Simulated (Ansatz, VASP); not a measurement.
Two plane-wave programs on InP

```
In P
1.0
     0.00000    2.93427    2.93427
     2.93427    0.00000    2.93427
     2.93427    2.93427    0.00000
In P
1 1
Direct
  0.00000 0.00000 0.00000
  0.75000 0.75000 0.75000
```

Alike in both runs: task single point; functional BLYP; dispersion D3(BJ); k mesh 8 × 8 × 8; occupations gaussian, width 0.05 eV; no spin polarisation.

|  | VASP | Ansatz |
| --- | --- | --- |
| version | VASP 6.6.1 | Ansatz 0.2.0 |
| potentials or method | VASP PAW PBE potentials, release 64 (In_d, P), cutoff 520 eV | scalar-relativistic, plane waves, PAW |
| valence electrons in the cell | 18 | 18 |

```csv
,VASP,Ansatz,Ansatz less VASP
gap on the k mesh at the Fermi level (eV),0.61,0.58,-0.028
least direct gap on the mesh (eV),0.61,0.58,-0.028
pressure (GPa),1.3,1.3,-0.03
```

VASP's potentials were made for PBE, not for BLYP.
